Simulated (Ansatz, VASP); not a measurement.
## One calculation of InSb, two programs

The input INCAR:

```
SYSTEM = InSb
  PREC = Accurate
  ENCUT = 520
  EDIFF = 1E-7
  ISMEAR = 0
  SIGMA = 0.05
  LREAL = .False.
  LASPH = .True.
  NELM = 60
  ALGO = Normal
  ISIF = 2
  LWAVE = .False.
  LCHARG = .True.
  GGA = PE
  IVDW = 13
  LELF = .True.
  LVHAR = .True.
  NBANDS = 16
```

File KPOINTS:

```
Automatic mesh
0
Gamma
  6 6 6
  0 0 0
```

The input POSCAR:

```
InSb
1.0
    0.0000000000      3.3143349476      3.3143349476
    3.3143349476      0.0000000000      3.3143349476
    3.3143349476      3.3143349476      0.0000000000
In Sb
1 1
Direct
    0.0000000000      0.0000000000      0.0000000000
    0.7500000000      0.7500000000      0.7500000000
```

Input for Ansatz:

```yaml
crystal:
  lattice:
    - [0.0, 3.3143349476, 3.3143349476]
    - [3.3143349476, 0.0, 3.3143349476]
    - [3.3143349476, 3.3143349476, 0.0]
  atoms:
    - { symbol: In, position: [0.0, 0.0, 0.0] }
    - { symbol: Sb, position: [0.75, 0.75, 0.75] }
basis:
  ecutwfc: 420
  ecutrho_ratio: 4
kpoints:
  mp_grid: { grid: [6, 6, 6] }
hamiltonian:
  xc: pbe
  dispersion: d4
scf:
  occupations: { method: gaussian, width: 0.05 }
output:
  forces: true
  stress: true
  eigenvalues: true
```

Alike in both runs: task single point; functional PBE; dispersion D4; k mesh 6 × 6 × 6; occupations gaussian, width 0.05 eV; no spin polarisation.

|  | VASP | Ansatz |
| --- | --- | --- |
| version | VASP 6.6.1 | Ansatz 0.2.0 |
| potentials or method | VASP PAW PBE potentials, release 64 (In_d, Sb), cutoff 520 eV | scalar-relativistic, plane waves, PAW |
| valence electrons in the cell | 18 | 28 |

|  | VASP | Ansatz | Ansatz less VASP |
| --- | --- | --- | --- |
| gap on the k mesh at the Fermi level (eV) | none | none | - |
| pressure (GPa) | -1.5 | -1.5 | +0.02 |

A gap of «none» marks a metal or a gap that the smearing closes. VASP's potentials hold 18 valence electrons a cell and Ansatz's 28, so a difference there can come from the potentials and not from the codes.

Spin-orbit coupling is off throughout.
